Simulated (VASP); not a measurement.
# PbO (Pm-3m) in VASP: single point with HSE06

Aim: the single point of PbO with HSE06.

Everything below comes from runs of VASP 6.6.1. Logs are shortened: lines on timing, memory, paths and dates and some standing lists are left out, and cuts for length are marked.

**1. The cell of the first run**

Symmetry: Pm-3m, No. 221, cubic system. The conventional cell has a = 3.179 Å, b = 3.179 Å, c = 3.179 Å, α = 90.00°, β = 90.00°, γ = 90.00°. Within 3.6 Å of Pb (site symmetry m-3m) lie 8 O at 2.75 Å and 6 Pb at 3.18 Å. Within 3.6 Å of O (site symmetry m-3m) lie 8 Pb at 2.75 Å and 6 O at 3.18 Å.

**2. Single point, HSE06, non-collinear spin, zero start, spin-orbit coupling**

POSCAR

```
PbO
1.0
    3.1793716483      0.0000000000      0.0000000000
    0.0000000000      3.1793716483      0.0000000000
    0.0000000000      0.0000000000      3.1793716483
Pb O
1 1
Direct
    0.0000000000      0.0000000000      0.0000000000
    0.5000000000      0.5000000000      0.5000000000
```

INCAR.step1

```
SYSTEM = PbO
PREC = Accurate
ENCUT = 520
EDIFF = 1E-5
ISMEAR = -1
SIGMA = 0.02
LREAL = .FALSE.
LASPH = .TRUE.
NELM = 150
ALGO = Normal
ISIF = 2
LWAVE = .TRUE.
MAGMOM = 0 0 0 0 0 0
LORBIT = 11
LSORBIT = .TRUE.
GGA_COMPAT = .FALSE.
LORBMOM = .TRUE.
NBANDS = 32
GGA = PE
```

INCAR.step2

```
SYSTEM = PbO
PREC = Accurate
ENCUT = 520
EDIFF = 1E-6
ISMEAR = -1
SIGMA = 0.02
LREAL = .FALSE.
LASPH = .TRUE.
NELM = 150
ALGO = Normal
ISIF = 2
LWAVE = .FALSE.
LCHARG = .TRUE.
MAGMOM = 0 0 0 0 0 0
LORBIT = 11
LSORBIT = .TRUE.
GGA_COMPAT = .FALSE.
LORBMOM = .TRUE.
GGA = PE
LHFCALC = .TRUE.
HFSCREEN = 0.2079
PRECFOCK = Normal
LVHAR = .TRUE.
NBANDS = 32
ISTART = 1
```

KPOINTS

```
regular mesh
0
G
  4 4 4
  0 0 0
```

Potentials or basis: VASP PAW PBE potentials, release 64 (Pb_d, O).

The run is started by

```sh
$ cat potpaw_PBE.64/Pb_d/POTCAR potpaw_PBE.64/O/POTCAR > POTCAR
$ cp INCAR.step1 INCAR
$ mpirun -np 1 vasp_ncl > vasp.out
$ cp INCAR.step2 INCAR
$ mpirun -np 1 vasp_ncl > vasp.out
```

OUTCAR:

```text
SYSTEM = PbO
   PREC = Accurate
   ENCUT = 520
   EDIFF = 1E-6
   ISMEAR = -1
   LREAL = .FALSE.
   LASPH = .TRUE.
   NELM = 150
   ISIF = 2
   LORBIT = 11
   LSORBIT = .TRUE.
   GGA = PE
   LHFCALC = .TRUE.
   HFSCREEN = 0.2079
   PRECFOCK = Normal
   ISTART = 1

 ion  position               nearest neighbor table
   1  0.000  0.000  0.000-   2 2.75   2 2.75   2 2.75   2 2.75   2 2.75   2 2.75   2 2.75   2 2.75

   2  0.500  0.500  0.500-   1 2.75   1 2.75   1 2.75   1 2.75   1 2.75   1 2.75   1 2.75   1 2.75

  LATTYP: Found a simple cubic cell.
 ALAT       =     3.1793716483

  Lattice vectors:

 A1 = (   3.1793716483,   0.0000000000,   0.0000000000)
 A2 = (   0.0000000000,   3.1793716483,   0.0000000000)
 A3 = (   0.0000000000,   0.0000000000,   3.1793716483)

Analysis of symmetry for initial positions (statically):
=====================================================================
 Subroutine PRICEL returns:
 Original cell was already a primitive cell.

 Routine SETGRP: Setting up the symmetry group for a
 simple cubic supercell.

 Subroutine GETGRP returns: Found 48 space group operations
 (whereof 48 operations were pure point group operations)
 out of a pool of 48 trial point group operations.

The static configuration has the point symmetry O_h .

Analysis of symmetry for dynamics (positions and initial velocities):
=====================================================================
 Subroutine PRICEL returns:
 Original cell was already a primitive cell.

 Routine SETGRP: Setting up the symmetry group for a
 simple cubic supercell.

 Subroutine GETGRP returns: Found 48 space group operations
 (whereof 48 operations were pure point group operations)
 out of a pool of 48 trial point group operations.

The dynamic configuration has the point symmetry O_h .

Analysis of structural, dynamic, and magnetic symmetry:
=====================================================================
 Subroutine PRICEL returns:
 Original cell was already a primitive cell.

 Routine SETGRP: Setting up the symmetry group for a
 simple cubic supercell.

 Subroutine GETGRP returns: Found 48 space group operations
 (whereof 48 operations were pure point group operations)
 out of a pool of 48 trial point group operations.

The overall configuration has the point symmetry O_h .

 Subroutine INISYM returns: Found 48 space group operations
 (whereof 48 operations are pure point group operations),
 and found     1 'primitive' translations

----------------------------------------------------------------------------------------

                                     Primitive cell

  volume of cell :      32.1384

  direct lattice vectors                    reciprocal lattice vectors
     3.179371648  0.000000000  0.000000000     0.314527558  0.000000000  0.000000000
     0.000000000  3.179371648  0.000000000     0.000000000  0.314527558  0.000000000
     0.000000000  0.000000000  3.179371648     0.000000000  0.000000000  0.314527558

  length of vectors
     3.179371648  3.179371648  3.179371648     0.314527558  0.314527558  0.314527558

  position of ions in fractional coordinates (direct lattice)
     0.000000000  0.000000000  0.000000000
     0.500000000  0.500000000  0.500000000

  ion indices of the primitive-cell ions
   primitive index   ion index
                 1           1
                 2           2

----------------------------------------------------------------------------------------

 KPOINTS: regular mesh

Automatic generation of k-mesh.
 Grid dimensions read from file:
 generate k-points for:    4    4    4

 Generating k-lattice:

  Cartesian coordinates                     Fractional coordinates (reciprocal lattice)
     0.078631889  0.000000000  0.000000000     0.250000000  0.000000000  0.000000000
[... 89 lines left out ...]
 number of electron      19.9999997 magnetization       0.0000000      0.0000000      0.0000000

 number of electron      19.9999997 magnetization      -0.0000000     -0.0000000     -0.0000000

 Free energy of the ion-electron system (eV)
  ---------------------------------------------------
  ext. energy  EPLUGINS =         0.00000000
  ---------------------------------------------------
  free energy    TOTEN  =       -12.28953920 eV

  energy without entropy =      -12.28932475  energy(sigma->0) =      -12.28943198

 E-fermi :   6.6568     XC(G=0):  -9.3050

 val. band max:        6.5681095640   @ k =   0.5000   0.0000   0.0000
 cond. band min:       6.7231085439   @ k =   0.5000   0.5000   0.5000
 fundamental gap:      0.1549989799
 Fermi energy:         6.6568348453

 k-point     1 :       0.0000    0.0000    0.0000
  band No.  band energies     occupation
      1     -12.9658      1.00000
      2     -12.9658      1.00000
      3     -12.9658      1.00000
      4     -12.9658      1.00000
      5     -12.6458      1.00000
      6     -12.6458      1.00000
[... 339 lines left out ...]
     31      21.6533      0.00000
     32      21.6533      0.00000

------------------------ aborting loop because EDIFF is reached ----------------------------------------

  FORCE on cell =-STRESS in cart. coord.  units (eV):
  Direction    XX          YY          ZZ          XY          YZ          ZX
  --------------------------------------------------------------------------------------
  -------------------------------------------------------------------------------------
  Total       -0.2625924     -0.2625924     -0.2625924     -0.0000000      0.0000000      0.0000000
  in kB      -13.0908823    -13.0908823    -13.0908823     -0.0000000      0.0000000      0.0000000
  external PRESSURE =     -13.0908823 kB  Pullay stress =       0.0000000 kB

 VOLUME and BASIS-vectors are now :
 -----------------------------------------------------------------------------
  energy-cutoff  :      520.00
  volume of cell :       32.14
      direct lattice vectors                 reciprocal lattice vectors
     3.179371648  0.000000000  0.000000000     0.314527558  0.000000000  0.000000000
     0.000000000  3.179371648  0.000000000     0.000000000  0.314527558  0.000000000
     0.000000000  0.000000000  3.179371648     0.000000000  0.000000000  0.314527558

 POSITION                                       TOTAL-FORCE (eV/Angst)
 -----------------------------------------------------------------------------------
      0.00000      0.00000      0.00000         0.000000      0.000000      0.000000
      1.58969      1.58969      1.58969         0.000000      0.000000      0.000000
 -----------------------------------------------------------------------------------
    total drift:                                0.000002      0.000001      0.000002

  FREE ENERGIE OF THE ION-ELECTRON SYSTEM (eV)
  ---------------------------------------------------
  free  energy   TOTEN  =       -12.2895391959 eV

  energy  without entropy=      -12.2893247545  energy(sigma->0) =      -12.28943198

 orbital moment (x)

 # of ion     p       d       tot
 ----------------------------------------
  1         0.000   0.000   0.000
  2         0.000   0.000   0.000
 ----------------------------------------
            0.000   0.000   0.000

 orbital moment (y)

 # of ion     p       d       tot
 ----------------------------------------
  1         0.000   0.000   0.000
  2         0.000   0.000   0.000
 ----------------------------------------
            0.000   0.000   0.000

 orbital moment (z)

 # of ion     p       d       tot
 ----------------------------------------
  1         0.000   0.000   0.000
  2        -0.000   0.000  -0.000
 ----------------------------------------
           -0.000   0.000   0.000

 Spin-Orbit-Coupling matrix elements

 Ion:    1  E_soc:     -0.6598087
 l=   1
     0.0000000    -0.0456950    -0.0456950
    -0.0456950     0.0000000    -0.0456950
    -0.0456950    -0.0456950     0.0000000
 l=   2
     0.0000000    -0.0127209     0.0000000    -0.0127209    -0.0515522
    -0.0127209     0.0000000    -0.0386641    -0.0127209    -0.0128881
     0.0000000    -0.0386641     0.0000000    -0.0386642     0.0000000
    -0.0127209    -0.0127209    -0.0386642     0.0000000    -0.0128880
    -0.0515522    -0.0128881     0.0000000    -0.0128880     0.0000000
 l=   3
     0.0000000     0.0000000     0.0000000     0.0000000     0.0000000     0.0000000     0.0000000
     0.0000000     0.0000000     0.0000000     0.0000000     0.0000000     0.0000000     0.0000000
     0.0000000     0.0000000     0.0000000     0.0000000     0.0000000     0.0000000     0.0000000
     0.0000000     0.0000000     0.0000000     0.0000000     0.0000000     0.0000000     0.0000000
     0.0000000     0.0000000     0.0000000     0.0000000     0.0000000     0.0000000     0.0000000
     0.0000000     0.0000000     0.0000000     0.0000000     0.0000000     0.0000000     0.0000000
     0.0000000     0.0000000     0.0000000     0.0000000     0.0000000     0.0000000     0.0000000

 Ion:    2  E_soc:     -0.0009627
 l=   1
     0.0000000    -0.0001604    -0.0001604
    -0.0001604     0.0000000    -0.0001604
    -0.0001604    -0.0001604     0.0000000
 l=   2
     0.0000000     0.0000000     0.0000000     0.0000000     0.0000000
     0.0000000     0.0000000     0.0000000     0.0000000     0.0000000
     0.0000000     0.0000000     0.0000000     0.0000000     0.0000000
     0.0000000     0.0000000     0.0000000     0.0000000     0.0000000
     0.0000000     0.0000000     0.0000000     0.0000000     0.0000000
 l=   3
     0.0000000     0.0000000     0.0000000     0.0000000     0.0000000     0.0000000     0.0000000
     0.0000000     0.0000000     0.0000000     0.0000000     0.0000000     0.0000000     0.0000000
     0.0000000     0.0000000     0.0000000     0.0000000     0.0000000     0.0000000     0.0000000
     0.0000000     0.0000000     0.0000000     0.0000000     0.0000000     0.0000000     0.0000000
     0.0000000     0.0000000     0.0000000     0.0000000     0.0000000     0.0000000     0.0000000
     0.0000000     0.0000000     0.0000000     0.0000000     0.0000000     0.0000000     0.0000000
     0.0000000     0.0000000     0.0000000     0.0000000     0.0000000     0.0000000     0.0000000

 total charge

# of ion       s       p       d       tot
------------------------------------------
    1        1.511   0.460   9.864  11.834
    2        1.593   3.295   0.000   4.888
--------------------------------------------------
tot          3.104   3.754   9.864  16.722

 magnetization (x)

# of ion       s       p       d       tot
------------------------------------------
    1        0.000  -0.000   0.000  -0.000
    2        0.000  -0.000   0.000   0.000
--------------------------------------------------
tot          0.000  -0.000   0.000   0.000

 magnetization (y)

# of ion       s       p       d       tot
------------------------------------------
    1        0.000  -0.000  -0.000  -0.000
    2        0.000   0.000   0.000   0.000
--------------------------------------------------
tot          0.000  -0.000  -0.000  -0.000

 magnetization (z)

# of ion       s       p       d       tot
------------------------------------------
    1        0.000  -0.000  -0.000  -0.000
    2        0.000   0.000   0.000   0.000
--------------------------------------------------
tot          0.000  -0.000  -0.000  -0.000
```

It took 45 min on 1 thread of Oxide Virtual Turin-like, shared host; peak memory 0.29 GiB.

What came out:

```
Free energy                                           : -12.2895 eV
Pressure                                              : -1.3 GPa
Net moment                                            : 0.00 μB per cell
Valence electrons inside the program's atomic spheres : Pb 11.83; O 4.89
```

Moments on the atoms (μB; x, y, z):
```
Pb  0.00 0.00 0.00
O   0.00 0.00 0.00
```

Caveat: the k points lie up to 0.49 Å⁻¹ apart; the structure was generated, so it needn't be the stable form of PbO; the PAW data sets were made with another functional, which shifts forces and pressure a little.
